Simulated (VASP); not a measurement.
## CdF2: single point with r2SCAN

CdF2:

```
Cd F
1.0
     0.00000    2.65916    2.65916
     2.65916    0.00000    2.65916
     2.65916    2.65916    0.00000
Cd F
1 2
Direct
  0.00000 0.00000 0.00000
  0.25000 0.25000 0.25000
  0.75000 0.75000 0.75000
```

```json
{"Program": "VASP 6.6.1", "Task": "single point", "Functional": "r2SCAN", "Potentials or basis": "VASP PAW PBE potentials, release 64 (Cd, F)", "Cutoff": "520 eV", "k mesh": "10 × 10 × 10", "Occupations": "fermi-dirac, width 0.02 eV", "Spin": "no spin polarisation"}
```

```
Pressure               : 6.1 GPa
Band gap on the k mesh : 3.90 eV (least direct gap 4.34 eV)
```

Levels at points of the mesh, in eV from the valence-band top:
```tsv
k point	band 9	band 10	band 11	band 12	band 13	band 14	band 15	band 16	band 17	band 18
(0.00, 0.00, 0.00)	-1.09	-1.09	-0.44	-0.44	-0.44	3.90	13.81	13.81	13.81	18.30
(0.50, 0.00, 0.00)	-2.46	-2.00	-2.00	-0.36	-0.36	8.31	9.83	15.97	15.97	19.26
(0.50, 0.50, 0.00)	-3.18	-3.08	-0.59	-0.09	-0.09	9.22	10.78	12.28	15.68	15.68
```

Wall time 2.6 min on 1 thread of Intel Xeon 8259CL, with other jobs on the host, peak memory 0.18 GiB.

Caveat: the cell stands under pressure; the PAW data sets were made with another functional, which shifts forces and pressure a little. r2SCAN opens gaps a little over a GGA but as a rule still falls short of measured ones.
